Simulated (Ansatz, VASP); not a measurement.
# Two plane-wave programs on Pt

INCAR

```
PREC = Accurate
ENCUT = 520
EDIFF = 1E-6
ISMEAR = -1
SIGMA = 0.1
LREAL = False
LASPH = True
NELM = 60
ALGO = Normal
ISIF = 2
LWAVE = False
LCHARG = False
GGA = RP
NBANDS = 17
```

KPOINTS

```
Automatic mesh
0
Gamma
  15 15 8
```

Contents of POSCAR:

```
Pt
1.0
    2.8544293801      0.0000000000      0.0000000000
   -1.4272146901      2.4720083565      0.0000000000
    0.0000000000      0.0000000000      4.9122602948
Pt
2
Direct
    0.3333333333      0.6666666667      0.2500000000
    0.6666666667      0.3333333333      0.7500000000
```

Input for Ansatz:

```yaml
crystal:
  lattice:
    - [2.8544293801, 0.0, 0.0]
    - [-1.4272146901, 2.4720083565, 0.0]
    - [0.0, 0.0, 4.9122602948]
  atoms:
    - { symbol: Pt, position: [0.3333333333, 0.6666666667, 0.25] }
    - { symbol: Pt, position: [0.6666666667, 0.3333333333, 0.75] }
hamiltonian:
  xc: rpbe
  pseudopotentials:
    kind: paw
    azcp:
      Pt: "pseudopotentials/Pt.paw.azcp"
basis:
  ecutwfc: 420
  fft_grid_basis: typed
kpoints:
  mp_grid: { grid: [15, 15, 8], shift: [0, 0, 0] }
magnetization:
  spin_polarized: false
scf:
  occupations: { method: fermi_dirac, width: 0.1 }
  lower_state_search: "off"
output:
  stress: true
```

Alike in both runs: task single point; functional RPBE; k mesh 15 × 15 × 8; occupations fermi-dirac, width 0.1 eV; no spin polarisation.

|  | VASP | Ansatz |
| --- | --- | --- |
| version | VASP 6.6.1 | Ansatz 0.2.0 |
| potentials or method | VASP PAW PBE potentials, release 64 (Pt), cutoff 520 eV | plane waves (420 eV) with PAW, scalar-relativistic |
| valence electrons in the cell | 20 | 36 |

```csv
,VASP,Ansatz,Ansatz less VASP
pressure (GPa),-14.2,-13.8,+0.32
"traceless stress, the component that is largest in VASP (GPa)",1.00,1.07,+0.069
```

VASP's potentials were made for PBE, not for RPBE. VASP's potentials hold 20 valence electrons a cell and Ansatz's 36, so a difference there can come from the potentials and not from the codes.

Neither program's run includes spin-orbit coupling.
